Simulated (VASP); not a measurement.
# Rh (P6_3/mmc) in VASP: further runs

Runs on Rh. Level: r2SCAN. Tasks: single point.

Everything below comes from runs of VASP 6.6.1. Logs are shortened: lines on timing, memory, paths and dates and some standing lists are left out, and cuts for length are marked.

### 1 The cell of the first run

The structure is hexagonal, space group P6_3/mmc (No. 194). Conventional cell: a = 2.808 Å, b = 2.808 Å, c = 4.189 Å, α = 90.00°, β = 90.00°, γ = 120.00°. Rh (site symmetry -6m2) has 12 Rh at 2.65 to 2.81 Å within 3.5 Å.

This isn't the form of Rh at room conditions, which is fcc.

### 2 Single point, r2SCAN

Contents of POSCAR:

```
Rh
1.0
    2.8079481983      0.0000000000      0.0000000000
   -1.4039740991      2.4317544722      0.0000000000
    0.0000000000      0.0000000000      4.1890362815
Rh
2
Direct
    0.6666666667      0.3333333333      0.7500000000
    0.3333333333      0.6666666667      0.2500000000
```

Contents of INCAR.step1:

```
SYSTEM = Rh
ALGO     = Normal         ! electronic algorithm
EDIFF    = 1E-4           ! SCF threshold, eV
ENCUT    = 520            ! plane-wave cutoff, eV
GGA      = PE             ! functional
ISMEAR   = 0              ! smearing method
LASPH    = .True.         ! aspherical terms in the spheres
LCHARG   = .False.        ! write CHGCAR
LREAL    = .False.        ! projectors in reciprocal space
LWAVE    = .True.         ! write WAVECAR
NBANDS   = 22             ! bands
NELM     = 60             ! most SCF steps
PREC     = Accurate       ! precision mode
SIGMA    = 0.15           ! smearing width, eV
```

Contents of INCAR.step2:

```
SYSTEM = Rh
ALGO     = Normal         ! electronic algorithm
EDIFF    = 1E-6           ! SCF threshold, eV
ENCUT    = 520            ! plane-wave cutoff, eV
ISIF     = 2              ! what is computed and relaxed
ISMEAR   = 0              ! smearing method
ISTART   = 1            
LASPH    = .True.         ! aspherical terms in the spheres
LCHARG   = .False.        ! write CHGCAR
LMIXTAU  = .True.       
LREAL    = .False.        ! projectors in reciprocal space
LWAVE    = .False.        ! write WAVECAR
METAGGA  = R2SCAN         ! meta-GGA
NBANDS   = 22             ! bands
NELM     = 60             ! most SCF steps
PREC     = Accurate       ! precision mode
SIGMA    = 0.15           ! smearing width, eV
```

Contents of KPOINTS:

```
k-points
0
Gamma
  24 24 12
  0 0 0
```

Potentials or basis: VASP PAW PBE potentials, release 64 (Rh_pv).

Run with:

```console
$ cat potpaw_PBE.64/Rh_pv/POTCAR > POTCAR
$ cp INCAR.step1 INCAR
$ mpirun -np 1 vasp_std > vasp.out
$ cp INCAR.step2 INCAR
$ mpirun -np 1 vasp_std > vasp.out
```

OUTCAR:

```text
SYSTEM = Rh
   EDIFF = 1E-6
   ENCUT = 520
   ISIF = 2
   ISMEAR = 0
   ISTART = 1
   LASPH = .True.
   LREAL = .False.
   METAGGA = R2SCAN
   NELM = 60
   PREC = Accurate

 ion  position               nearest neighbor table
   1  0.667  0.333  0.750-   2 2.65   2 2.65   2 2.65   2 2.65   2 2.65   2 2.65
   2  0.333  0.667  0.250-   1 2.65   1 2.65   1 2.65   1 2.65   1 2.65   1 2.65

  LATTYP: Found a hexagonal cell.
 ALAT       =     2.8079481983
 C/A-ratio  =     1.4918495591

  Lattice vectors:

 A1 = (   2.8079481983,   0.0000000000,   0.0000000000)
 A2 = (  -1.4039740991,   2.4317544722,   0.0000000000)
 A3 = (   0.0000000000,   0.0000000000,   4.1890362815)

Analysis of symmetry for initial positions (statically):
=====================================================================
 Subroutine PRICEL returns:
 Original cell was already a primitive cell.

 Routine SETGRP: Setting up the symmetry group for a
 hexagonal supercell.

 Subroutine GETGRP returns: Found 24 space group operations
 (whereof 12 operations were pure point group operations)
 out of a pool of 24 trial point group operations.

The static configuration has the point symmetry D_3d.
 The point group associated with its full space group is D_6h.

Analysis of symmetry for dynamics (positions and initial velocities):
=====================================================================
 Subroutine PRICEL returns:
 Original cell was already a primitive cell.

 Routine SETGRP: Setting up the symmetry group for a
 hexagonal supercell.

 Subroutine GETGRP returns: Found 24 space group operations
 (whereof 12 operations were pure point group operations)
 out of a pool of 24 trial point group operations.

The dynamic configuration has the point symmetry D_3d.
 The point group associated with its full space group is D_6h.

 Subroutine INISYM returns: Found 24 space group operations
 (whereof 12 operations are pure point group operations),
 and found     1 'primitive' translations

----------------------------------------------------------------------------------------

                                     Primitive cell

  volume of cell :      28.6037

  direct lattice vectors                    reciprocal lattice vectors
     2.807948198  0.000000000  0.000000000     0.356131926  0.205612863  0.000000000
    -1.403974099  2.431754472  0.000000000     0.000000000  0.411225727  0.000000000
     0.000000000  0.000000000  4.189036281     0.000000000  0.000000000  0.238718391

  length of vectors
     2.807948198  2.807948198  4.189036281     0.411225727  0.411225727  0.238718391

  position of ions in fractional coordinates (direct lattice)
     0.666666667  0.333333333  0.750000000
     0.333333333  0.666666667  0.250000000

  ion indices of the primitive-cell ions
   primitive index   ion index
                 1           1
                 2           2

----------------------------------------------------------------------------------------

 KPOINTS: k-points

Automatic generation of k-mesh.
 Grid dimensions read from file:
 generate k-points for:   24   24   12

 Generating k-lattice:

  Cartesian coordinates                     Fractional coordinates (reciprocal lattice)
     0.014838830  0.008567203  0.000000000     0.041666667  0.000000000  0.000000000
     0.000000000  0.017134405  0.000000000     0.000000000  0.041666667  0.000000000
     0.000000000  0.000000000  0.019893199     0.000000000  0.000000000  0.083333333

  Length of vectors
     0.017134405  0.017134405  0.019893199

  Shift w.r.t. Gamma in fractional coordinates (k-lattice)
     0.000000000  0.000000000  0.000000000

 Subroutine IBZKPT returns following result:
 ===========================================

 Found    427 irreducible k-points:

 Following reciprocal coordinates:
            Coordinates               Weight
  0.000000  0.000000  0.000000      1.000000
  0.041667  0.000000  0.000000      6.000000
  0.083333  0.000000  0.000000      6.000000
  0.125000  0.000000  0.000000      6.000000
  0.166667  0.000000  0.000000      6.000000
  0.208333  0.000000  0.000000      6.000000
[... 16 lines left out ...]
  0.416667  0.041667  0.000000     12.000000
  0.458333  0.041667  0.000000     12.000000
 [... further k-points ...]
   k-points           NKPTS =    427   k-points in BZ     NKDIM =    427   number of bands    NBANDS=     22
   number of dos      NEDOS =    301   number of ions     NIONS =      2
   total plane-waves  NPLWV =  18432
   dimension x,y,z NGX =    24 NGY =   24 NGZ =   32
   dimension x,y,z NGXF=    48 NGYF=   48 NGZF=   64
   ions per type =               2
   NGX,Y,Z   is equivalent  to a cutoff of  14.21, 14.21, 12.70 a.u.
   NGXF,Y,Z  is equivalent  to a cutoff of  28.42, 28.42, 25.40 a.u.
 SYSTEM =  Rh
   PREC   = accura    normal or accurate (medium, high low for compatibility)
   ISTART =      1    job   : 0-new  1-cont  2-samecut
   ICHARG =      0    charge: 1-file 2-atom 10-const
   ISPIN  =      1    spin polarized calculation?
   LNONCOLLINEAR =      F non collinear calculations
   LSORBIT =      F    spin-orbit coupling
   LASPH  =      T    aspherical Exc in radial PAW
   ENCUT  =  520.0 eV  38.22 Ry    6.18 a.u.   5.22  5.22  7.79*2*pi/ulx,y,z
   NELM   =     60;   NELMIN=  2; NELMDL=  0     # of ELM steps
   EDIFF  = 0.1E-05   stopping-criterion for ELM
   LREAL  =      F    real-space projection
   EDIFFG = 0.1E-04   stopping-criterion for IOM
   NSW    =      0    number of steps for IOM
   IBRION =     -1    ionic relax: 0-MD 1-quasi-New 2-CG
   NFREE  =      0    steps in history (QN), initial steepest desc. (CG)
   ISIF   =      2    stress and relaxation
   ISYM   =      2    0-nonsym 1-usesym 2-fastsym
   POTIM  = 0.5000    time-step for ionic-motion
   TEBEG  =    0.0;   TEEND  =   0.0 temperature during run
   PSTRESS=    0.0 pullay stress
   NELECT =      30.0000    total number of electrons
   NUPDOWN=      -1.0000    fix difference up-down
   EMIN   =  10.00;   EMAX   =-10.00  energy-range for DOS
   EFERMI =   0.00;   METHOD = LEGACY
   ISMEAR =     0;   SIGMA  =   0.15  broadening in eV -4-tet -1-fermi 0-gaus
   EFERMI_NEDOS =   21; number of points for ismear=-14 and -15
   IALGO  =     38    algorithm
   IMIX   =      4    mixing-type and parameters
     AMIX     =   0.40;   BMIX     =  1.00
     AMIX_MAG =   1.60;   BMIX_MAG =  1.00
  volume/ion in A,a.u.               =      14.30        96.51
  Fermi-wavevector in a.u.,A,eV,Ry     =   1.663314  3.143208 37.642066  2.766614
  Thomas-Fermi vector in A             =   2.750053
   LORBIT       =      0    0 simple, 1 ext, 2 COOP (PROOUT), +10 PAW based schemes
   METAGGA = R2SCAN    functional components
   LHFCALC =     F    Hartree Fock is set to
   AEXX    =    0.0000 exact exchange contribution
   IVDW    =     0    specifies the selected vdW correction
   LEPSILON=     F    determine dielectric tensor
   LRPA    =     F    only Hartree local field effects (RPA)
 non-spin polarized calculation
 Gauss-broadening in eV      SIGMA  =   0.15
  energy-cutoff  :      520.00
  volume of cell :       28.60
 maximum number of plane-waves:       784
 NGX is ok and might be reduce to    24

 number of electron      29.9999989 magnetization

 Free energy of the ion-electron system (eV)
  ---------------------------------------------------
  ext. energy  EPLUGINS =         0.00000000
  ---------------------------------------------------
  free energy    TOTEN  =       -48.09940061 eV

  energy without entropy =      -48.05764036  energy(sigma->0) =      -48.07852048

 E-fermi :  11.1483     XC(G=0): -14.9003

 val. band max:       11.1458910470   @ k =   0.5000   0.0000   0.0000
 cond. band min:      11.1486736713   @ k =   0.3750   0.1667   0.3333
 fundamental gap:      0.0027826243
 Fermi energy:        11.1482720104

 k-point     1 :       0.0000    0.0000    0.0000
  band No.  band energies     occupation
      1     -37.5061      2.00000
      2     -36.8118      2.00000
      3     -36.8117      2.00000
      4     -36.6647      2.00000
      5     -36.6563      2.00000
      6     -36.6563      2.00000
[... 14 lines left out ...]
     21      28.5213      0.00000
     22      28.5215      0.00000

 k-point     2 :       0.0417    0.0000    0.0000
  band No.  band energies     occupation
      1     -37.5021      2.00000
      2     -36.8182      2.00000
      3     -36.8143      2.00000
      4     -36.6671      2.00000
      5     -36.6633      2.00000
      6     -36.6570      2.00000
[... 14 lines left out ...]
     21      28.5214      0.00000
     22      28.5216      0.00000

 k-point     3 :       0.0833    0.0000    0.0000
  band No.  band energies     occupation
      1     -37.4903      2.00000
      2     -36.8370      2.00000
      3     -36.8218      2.00000
      4     -36.6838      2.00000
      5     -36.6744      2.00000
      6     -36.6589      2.00000
[... 14 lines left out ...]
     21      28.5213      0.00000
     22      28.5215      0.00000

 k-point     4 :       0.1250    0.0000    0.0000
  band No.  band energies     occupation
      1     -37.4710      2.00000
      2     -36.8670      2.00000
      3     -36.8334      2.00000
      4     -36.7160      2.00000
      5     -36.6865      2.00000
      6     -36.6622      2.00000
[... 14 lines left out ...]
     21      28.5212      0.00000
     22      28.5214      0.00000

 k-point     5 :       0.1667    0.0000    0.0000
  band No.  band energies     occupation
      1     -37.4449      2.00000
      2     -36.9062      2.00000
      3     -36.8483      2.00000
      4     -36.7577      2.00000
      5     -36.7032      2.00000
      6     -36.6669      2.00000
[... 417 lines left out ...]
 k-point    22 :       0.3750    0.0417    0.0000
  band No.  band energies     occupation
      1     -37.2302      2.00000
      2     -37.1534      2.00000
      3     -37.0074      2.00000
      4     -36.9362      2.00000
      5     -36.8586      2.00000
      6     -36.7049      2.00000
[... 14 lines left out ...]
     21      24.2176      0.00000
     22      27.0846      0.00000

 k-point    23 :       0.4167    0.0417    0.0000
  band No.  band energies     occupation
      1     -37.1974      2.00000
      2     -37.1787      2.00000
      3     -37.0293      2.00000
      4     -36.9462      2.00000
      5     -36.8856      2.00000
      6     -36.7088      2.00000
[... 14 lines left out ...]
     21      23.7272      0.00000
     22      26.6141      0.00000

 k-point    24 :       0.4583    0.0417    0.0000
  band No.  band energies     occupation
      1     -37.1918      2.00000
      2     -37.1778      2.00000
      3     -37.0407      2.00000
      4     -36.9512      2.00000
      5     -36.9021      2.00000
      6     -36.7108      2.00000
[... 14 lines left out ...]
     21      23.4681      0.00000
     22      26.3034      0.00000

 [... further k-points ...]

------------------------ aborting loop because EDIFF is reached ----------------------------------------

  FORCE on cell =-STRESS in cart. coord.  units (eV):
  Direction    XX          YY          ZZ          XY          YZ          ZX
  --------------------------------------------------------------------------------------
  -------------------------------------------------------------------------------------
  Total       -2.1303006     -2.1303006      0.7463208     -0.0000000      0.0000000     -0.0000000
  in kB     -119.3241995   -119.3241995     41.8035508     -0.0000000      0.0000000     -0.0000000
  external PRESSURE =     -65.6149494 kB  Pullay stress =       0.0000000 kB

 VOLUME and BASIS-vectors are now :
 -----------------------------------------------------------------------------
  energy-cutoff  :      520.00
  volume of cell :       28.60
      direct lattice vectors                 reciprocal lattice vectors
     2.807948198  0.000000000  0.000000000     0.356131926  0.205612863  0.000000000
    -1.403974099  2.431754472  0.000000000     0.000000000  0.411225727  0.000000000
     0.000000000  0.000000000  4.189036281     0.000000000  0.000000000  0.238718391

 POSITION                                       TOTAL-FORCE (eV/Angst)
 -----------------------------------------------------------------------------------
      1.40397      0.81058      3.14178        -0.000000      0.000000      0.000000
     -0.00000      1.62117      1.04726         0.000000     -0.000000      0.000000
 -----------------------------------------------------------------------------------
    total drift:                               -0.000000      0.000000     -0.000000

  FREE ENERGIE OF THE ION-ELECTRON SYSTEM (eV)
  ---------------------------------------------------
  free  energy   TOTEN  =       -48.0994006067 eV

  energy  without entropy=      -48.0576403584  energy(sigma->0) =      -48.07852048
```

Wall time 4.9 min (1 thread of Intel Xeon 6975P-C (Granite Rapids), shared host); peak memory 0.32 GiB.

Results:

```yaml
Free_energy: -48.0994 eV
Pressure: -6.6 GPa
Band_gap_on_the_k_mesh: zero (bands 15 and 16 overlap by 2.00 eV)
```

Caveat: the stress differs along the axes, from -12 to 4 GPa; the PAW data sets were made with another functional, which shifts forces and pressure a little.

### 3 Single point, r2SCAN

This run uses another cell than the first one, of the same volume but with other edges.

Contents of POSCAR:

```
Rh
1.0
    2.6455794327      0.0000000000      0.0000000000
   -1.3227897163      2.2911389964      0.0000000000
    0.0000000000      0.0000000000      4.7190077839
Rh
2
Direct
    0.6666666667      0.3333333333      0.7500000000
    0.3333333333      0.6666666667      0.2500000000
```

Contents of INCAR.step1:

```
  PREC = Accurate
  ENCUT = 520
  ISMEAR = 0
  SIGMA = 0.15
  LREAL = F
  LASPH = T
  NELM = 60
  NBANDS = 22
  GGA = PE
  ALGO = Normal
  EDIFF = 1E-4
  LWAVE = T
  LCHARG = F
```

Contents of INCAR.step2:

```
  PREC = Accurate
  ENCUT = 520
  EDIFF = 1E-7
  ISMEAR = 0
  SIGMA = 0.15
  LREAL = F
  LASPH = T
  NELM = 60
  ALGO = Normal
  ISIF = 2
  LWAVE = F
  LCHARG = F
  METAGGA = R2SCAN
  LMIXTAU = T
  NBANDS = 22
  ISTART = 1
```

Contents of KPOINTS:

```
regular mesh
0
Gamma
  24 24 12
```

Potentials or basis: VASP PAW PBE potentials, release 64 (Rh_pv).

Run with:

```console
$ cat potpaw_PBE.64/Rh_pv/POTCAR > POTCAR
$ cp INCAR.step1 INCAR
$ mpirun -np 1 vasp_std > vasp.out
$ cp INCAR.step2 INCAR
$ mpirun -np 1 vasp_std > vasp.out
```

Wall time 7 min (1 thread of Intel Xeon 6975P-C (Granite Rapids), shared host); peak memory 0.31 GiB.

Results (log left out):

* Free energy: -48.0344 eV
* Pressure: -6.0 GPa
* Band gap on the k mesh: zero (bands 15 and 16 overlap by 2.61 eV)

Stress tensor (GPa, compression positive):
```
  2.01   0.00   0.00
  0.00   2.01   0.00
  0.00   0.00 -22.11
```

Levels at points of the mesh, in eV from the Fermi level:
```
           k point  band 11  band 12  band 13  band 14  band 15  band 16  band 17  band 18  band 19  band 20
(0.00, 0.00, 0.00)    -2.90    -2.56    -2.56    -1.15    -1.15     0.12     0.25     0.25     7.32    17.36
(0.50, 0.00, 0.00)    -2.50    -2.33    -1.60     0.38     0.95     1.11     3.39     5.57    10.31    10.62
(0.00, 0.00, 0.50)    -2.87    -2.87    -2.87    -2.87    -0.27    -0.27    -0.27    -0.27    13.71    13.71
(0.50, 0.00, 0.50)    -1.24    -1.24    -0.16    -0.16     1.04     1.04     2.99     2.99     9.83     9.83
```

Caveat: the stress differs along the axes, from -22 to 2 GPa; the PAW data sets were made with another functional, which shifts forces and pressure a little.
